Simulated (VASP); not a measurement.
# BaAu3: single point with PBE

The system is BaAu3.

```
Ba Au
1.0
     4.80698    0.00000    0.00000
     0.00000    4.80698    0.00000
     0.00000    0.00000    4.80698
Ba Au
1 3
Direct
  0.00000 0.00000 0.00000
  0.00000 0.50000 0.50000
  0.50000 0.50000 0.00000
  0.50000 0.00000 0.50000
```

This cell differs from its parent crystal: volume scaled by 1.100.

```
Program             : VASP 6.6.1
Task                : single point
Functional          : PBE
Potentials or basis : VASP PAW PBE potentials, release 64 (Ba_sv, Au)
Cutoff              : 520 eV
k mesh              : 8 × 8 × 8
Occupations         : gaussian, width 0.05 eV
Spin                : no spin polarisation
```

```yaml
Pressure: -3.1 GPa
```

Levels at points of the mesh, in eV from the Fermi level:
```tsv
k point	band 18	band 19	band 20	band 21	band 22	band 23	band 24	band 25	band 26	band 27
(0.00, 0.00, 0.00)	-1.85	-1.85	-1.85	1.15	1.15	2.68	2.68	2.68	5.75	5.75
(0.50, 0.00, 0.00)	-2.67	-2.43	-2.31	-1.85	1.75	2.01	2.01	2.34	4.77	5.55
(0.50, 0.50, 0.00)	-2.69	-2.69	-2.48	-0.57	-0.57	-0.08	2.88	2.88	5.11	5.48
(0.50, 0.50, 0.50)	-2.05	-2.05	-0.17	-0.17	-0.17	0.57	2.03	2.03	2.03	5.98
```

Wall time 39 s on 1 thread of Intel(R) Xeon(R) 6975P-C (Granite Rapids), with other jobs on the host, peak memory 0.26 GiB.

Caveat: spin-orbit coupling is left out, which moves the levels of the heavy elements.
